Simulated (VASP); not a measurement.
# BaTiO3 (P4mm) in VASP: further runs, part 2 of 2

VASP 6.6.1.

## Step 4: Single point, BLYP+D4

This run uses another cell than the first one, of 13.37 Å³/atom.

The input, INCAR:

```
AGGAC    = 1.0          
AGGAX    = 1.0          
ALDAC    = 0.0          
ALDAX    = 1.0          
ALGO     = Normal         # electronic algorithm
EDIFF    = 1E-6           # SCF threshold, eV
ENCUT    = 910            # plane-wave cutoff, eV
GGA      = B5             # functional
GGA_COMPAT= False        
ISIF     = 2              # what is computed and relaxed
ISMEAR   = -1             # smearing method
IVDW     = 13             # dispersion correction
LASPH    = True           # aspherical terms in the spheres
LCHARG   = True           # write CHGCAR
LELF     = True           # ELF
LREAL    = False          # projectors in reciprocal space
LVHAR    = True         
LWAVE    = False          # write WAVECAR
NBANDS   = 28             # bands
NELM     = 120            # most SCF steps
PREC     = Accurate       # precision mode
SIGMA    = 0.05           # smearing width, eV
VDW_A1   = 0.44488865   
VDW_A2   = 4.0933009    
VDW_S6   = 1.0          
VDW_S8   = 2.34076671
```

The input, KPOINTS:

```
k-points
0
Gamma
  7 7 7
```

The input, POSCAR:

```
BaTiO3
1.0
    3.9828050450      0.0000000000      0.0000000000
    0.0000000000      3.9828050450      0.0000000000
    0.0000000000      0.0000000000      4.2151534142
Ba Ti O
1 1 3
Direct
    0.0000000000      0.0000000000     -0.0126666419
    0.5000000000      0.5000000000      0.4715614113
    0.0000000000      0.5000000000      0.5211588422
    0.5000000000      0.0000000000      0.5211588422
    0.5000000000      0.5000000000      0.0417875463
```

Potentials or basis: VASP PAW PBE potentials, release 64 (Ba_sv, Ti_sv, O_h).

Started as:

```sh
cat potpaw_PBE.64/Ba_sv/POTCAR potpaw_PBE.64/Ti_sv/POTCAR potpaw_PBE.64/O_h/POTCAR > POTCAR
mpirun -np 1 vasp_std > vasp.out
```

OUTCAR:

```text
EDIFF = 1E-6
   ENCUT = 910
   GGA = B5
   ISIF = 2
   ISMEAR = -1
   IVDW = 13
   LASPH = True
   LREAL = False
   NELM = 120
   PREC = Accurate

 ion  position               nearest neighbor table
   1  0.000  0.000  0.987-   3 2.80   4 2.80   3 2.80   4 2.80   5 2.83   5 2.83   5 2.83   5 2.83
                             4 3.00   3 3.00   4 3.00   3 3.00   2 3.48   2 3.48   2 3.48   2 3.48
   2  0.500  0.500  0.472-   5 1.81   4 2.00   3 2.00   4 2.00   3 2.00   1 3.48   1 3.48   1 3.48
                             1 3.48   1 3.56   1 3.56   1 3.56   1 3.56
   3  0.000  0.500  0.521-   2 2.00   2 2.00   1 2.80   1 2.80   1 3.00   1 3.00
   4  0.500  0.000  0.521-   2 2.00   2 2.00   1 2.80   1 2.80   1 3.00   1 3.00
   5  0.500  0.500  0.042-   2 1.81   1 2.83   1 2.83   1 2.83   1 2.83

  LATTYP: Found a simple tetragonal cell.
 ALAT       =     3.9828050450
 C/A-ratio  =     1.0583378716

  Lattice vectors:

 A1 = (   3.9828050450,   0.0000000000,   0.0000000000)
 A2 = (   0.0000000000,   3.9828050450,   0.0000000000)
 A3 = (   0.0000000000,   0.0000000000,   4.2151534142)

Analysis of symmetry for initial positions (statically):
=====================================================================
 Subroutine PRICEL returns:
 Original cell was already a primitive cell.

 Routine SETGRP: Setting up the symmetry group for a
 simple tetragonal supercell.

 Subroutine GETGRP returns: Found  8 space group operations
 (whereof  8 operations were pure point group operations)
 out of a pool of 16 trial point group operations.

The static configuration has the point symmetry C_4v.

Analysis of symmetry for dynamics (positions and initial velocities):
=====================================================================
 Subroutine PRICEL returns:
 Original cell was already a primitive cell.

 Routine SETGRP: Setting up the symmetry group for a
 simple tetragonal supercell.

 Subroutine GETGRP returns: Found  8 space group operations
 (whereof  8 operations were pure point group operations)
[... 130 lines left out ...]
  Fermi-wavevector in a.u.,A,eV,Ry     =   1.379424  2.606733 25.889296  1.902810
  Thomas-Fermi vector in A             =   2.504394
   LORBIT       =      0    0 simple, 1 ext, 2 COOP (PROOUT), +10 PAW based schemes
   GGA     = B5    functional components
   LHFCALC =     F    Hartree Fock is set to
   AEXX    =    0.0000 exact exchange contribution
   IVDW    =    13    specifies the selected vdW correction
   LEPSILON=     F    determine dielectric tensor
   LRPA    =     F    only Hartree local field effects (RPA)
 non-spin polarized calculation
  energy-cutoff  :      910.00
  volume of cell :       66.86
 maximum number of plane-waves:      4188
 NGX is ok and might be reduce to    40
   NGX = 19   NGY = 19   NGZ = 21

 number of electron      40.0000006 magnetization

 Free energy of the ion-electron system (eV)
  ---------------------------------------------------
  ext. energy  EPLUGINS =         0.00000000
  ---------------------------------------------------
  free energy    TOTEN  =       -38.20740367 eV

  energy without entropy =      -38.20740366  energy(sigma->0) =      -38.20740366

 E-fermi :   5.3209     XC(G=0): -10.5068

 val. band max:        4.3125773020   @ k =   0.4286   0.4286   0.4286
 cond. band min:       6.2303535081   @ k =   0.0000   0.0000   0.0000
 fundamental gap:      1.9177762061
 Fermi energy:         5.3208567863

 k-point     1 :       0.0000    0.0000    0.0000
  band No.  band energies     occupation
      1     -52.0512      2.00000
      2     -28.5305      2.00000
      3     -28.3930      2.00000
      4     -28.3930      2.00000
      5     -20.7498      2.00000
      6     -12.4791      2.00000
[... 733 lines left out ...]
     27      12.3288      0.00000
     28      12.9792      0.00000

 [... further k-points ...]

------------------------ aborting loop because EDIFF is reached ----------------------------------------

  DFT-D4 for vdW energy calculation

  Edisp (eV):   -1.92133

  FORCE on cell =-STRESS in cart. coord.  units (eV):
  Direction    XX          YY          ZZ          XY          YZ          ZX
  --------------------------------------------------------------------------------------
  -------------------------------------------------------------------------------------
  Total       0.61372     0.61372     0.67800     0.00000     0.00000     0.00000
  in kB      14.70583    14.70583    16.24615     0.00000     0.00000     0.00000
  external pressure =       15.22 kB  Pullay stress =        0.00 kB

 VOLUME and BASIS-vectors are now :
 -----------------------------------------------------------------------------
  energy-cutoff  :      910.00
  volume of cell :       66.86
      direct lattice vectors                 reciprocal lattice vectors
     3.982805045  0.000000000  0.000000000     0.251079324  0.000000000  0.000000000
     0.000000000  3.982805045  0.000000000     0.000000000  0.251079324  0.000000000
     0.000000000  0.000000000  4.215153414     0.000000000  0.000000000  0.237239289

 POSITION                                       TOTAL-FORCE (eV/Angst)
 -----------------------------------------------------------------------------------
      0.00000      0.00000      4.16176         0.000000     -0.000000      0.050276
      1.99140      1.99140      1.98770         0.000000      0.000000      0.116923
      0.00000      1.99140      2.19676         0.000000     -0.000000     -0.021888
      1.99140      0.00000      2.19676         0.000000     -0.000000     -0.021888
      1.99140      1.99140      0.17614        -0.000000     -0.000000     -0.123422
 -----------------------------------------------------------------------------------
    total drift:                                0.000000      0.000000      0.001503

  FREE ENERGIE OF THE ION-ELECTRON SYSTEM (eV)
  ---------------------------------------------------
  free  energy   TOTEN  =       -40.1287294069 eV

  energy  without entropy=      -40.1287294064  energy(sigma->0) =      -40.12872941
```

It took 3.4 min on 1 thread of AMD EPYC 7R43 (Zen 3), shared host; peak memory 0.32 GiB.

Results:

- Free energy: -40.1287 eV
- Pressure: 1.5 GPa
- Largest force: 0.123 eV/Å
- Band gap on the k mesh: 1.92 eV (least direct gap 2.38 eV)
- Dispersion energy per atom: -0.384 eV

Forces on the atoms (eV/Å):
```
Ba   0.000  0.000  0.050
Ti   0.000  0.000  0.117
O    0.000  0.000 -0.022
O    0.000  0.000 -0.022
O    0.000  0.000 -0.123
```

Stress tensor (GPa, compression positive):
```
1.47 0.00 0.00
0.00 1.47 0.00
0.00 0.00 1.62
```

Levels at points of the mesh, in eV from the valence-band top:
```
           k point  band 18  band 19  band 20  band 21  band 22  band 23
(0.00, 0.00, 0.00)    -0.85    -0.46    -0.46     1.92     2.58     2.58
```

Caveat: the cutoff is under 1.25 times the usual one of these potentials, so pressure, stress and relaxed cells hold a basis-set (Pulay) error; the PAW data sets were made with another functional, which shifts forces and pressure a little; spin-orbit coupling is left out, which moves the levels of the heavy elements; an odd mesh through Γ misses points on the zone boundary, where band edges can lie.

## Step 5: Single point, BLYP+D3(BJ)

This run uses another cell than the first one, of 13.02 Å³/atom.

The input, INCAR:

```
PREC = Accurate ; ENCUT = 910
EDIFF = 1E-6 ; ISMEAR = -1
SIGMA = 0.05 ; LREAL = F
LASPH = T ; NELM = 120
ALGO = Normal ; ISIF = 2
LWAVE = F ; LCHARG = F
GGA = B5 ; ALDAX = 1.0
AGGAX = 1.0 ; AGGAC = 1.0
ALDAC = 0.0 ; IVDW = 12
VDW_S6 = 1.0 ; VDW_S8 = 2.6996
VDW_A1 = 0.4298 ; VDW_A2 = 4.2359
NBANDS = 28 ; GGA_COMPAT = F
```

The input, KPOINTS:

```
regular mesh
0
Gamma
  7 7 7
```

The input, POSCAR:

```
BaTiO3
1.0
    3.9830000691      0.0000000000      0.0000000000
    0.0000000000      3.9830000691      0.0000000000
    0.0000000000      0.0000000000      4.1020648758
Ba Ti O
1 1 3
Direct
    0.0000000000      0.0000000000     -0.0040150815
    0.5000000000      0.5000000000      0.4793853521
    0.0000000000      0.5000000000      0.5181648443
    0.5000000000      0.0000000000      0.5181648443
    0.5000000000      0.5000000000      0.0313000408
```

Started as:

```sh
cat potpaw_PBE.64/Ba_sv/POTCAR potpaw_PBE.64/Ti_sv/POTCAR potpaw_PBE.64/O_h/POTCAR > POTCAR
mpirun -np 1 vasp_std > vasp.out
```

Run time: 2.6 min. Hardware: 1 thread of AMD EPYC 7R43 (Zen 3), shared host; peak memory 0.32 GiB.

It converged, with:

```yaml
Free_energy: -41.1523 eV
Pressure: 1.7 GPa
Largest_force: 0.100 eV/Å
Band_gap_on_the_k_mesh: 1.92 eV (least direct gap 2.27 eV)
Dispersion_energy_per_atom: -0.604 eV
```

Forces in eV/Å, atoms in the order of the input:
```
Ba   0.000  0.000  0.038
Ti   0.000  0.000  0.094
O    0.000  0.000 -0.016
O    0.000  0.000 -0.016
O    0.000  0.000 -0.100
```

Stress tensor (GPa, compression positive):
```
1.61 0.00 0.00
0.00 1.61 0.00
0.00 0.00 1.79
```

Levels at points of the mesh, in eV from the valence-band top:
```
           k point  band 18  band 19  band 20  band 21  band 22  band 23
(0.00, 0.00, 0.00)    -0.51    -0.35    -0.35     1.92     2.37     2.37
```

Caveat: the cutoff is under 1.25 times the usual one of these potentials, so pressure, stress and relaxed cells hold a basis-set (Pulay) error; the PAW data sets were made with another functional, which shifts forces and pressure a little; spin-orbit coupling is left out, which moves the levels of the heavy elements; an odd mesh through Γ misses points on the zone boundary, where band edges can lie. Expect the measured gap to be larger: semilocal functionals such as BLYP lack the derivative discontinuity.

## Step 6: Overview

```tsv
level	potentials or basis	cell	cutoff (eV)	gap on the mesh (eV)	pressure (GPa)	largest force (eV/Å)
PBE	VASP PAW PBE potentials, release 64 (Ba_sv, Ti_sv, O)	a = 3.979, b = 3.979, c = 4.128 Å, 5 atoms, atomic positions A	520	1.91	3.7	0.07
PBE	VASP PAW PBE potentials, release 64 (Ba_sv, Ti_sv, O)	a = 3.986, b = 3.986, c = 4.198 Å, 5 atoms, atomic positions B	520	1.90	1.6	0.08
BLYP+D4	VASP PAW PBE potentials, release 64 (Ba_sv, Ti_sv, O_h)	a = 3.983, b = 3.983, c = 4.215 Å, 5 atoms, atomic positions C	910	1.92	1.5	0.12
BLYP+D3(BJ)	VASP PAW PBE potentials, release 64 (Ba_sv, Ti_sv, O_h)	a = 3.983, b = 3.983, c = 4.102 Å, 5 atoms, atomic positions D	910	1.92	1.7	0.10
```

Alike in all rows: task single point; no spin polarisation; k mesh 7 × 7 × 7; smearing fermi-dirac 0.05 eV.

Caveats: spin-orbit coupling is left out, which moves the levels of the heavy elements; an odd mesh through Γ misses points on the zone boundary, where band edges can lie; the cutoff is under 1.25 times the usual one of these potentials, so pressure, stress and relaxed cells hold a basis-set (Pulay) error (at least some runs); the PAW data sets were made with another functional, which shifts forces and pressure a little (at least some runs); the cell stands under pressure (at least some runs).

Total energies depend on the potentials used, so only differences within one code and one set of settings carry meaning.
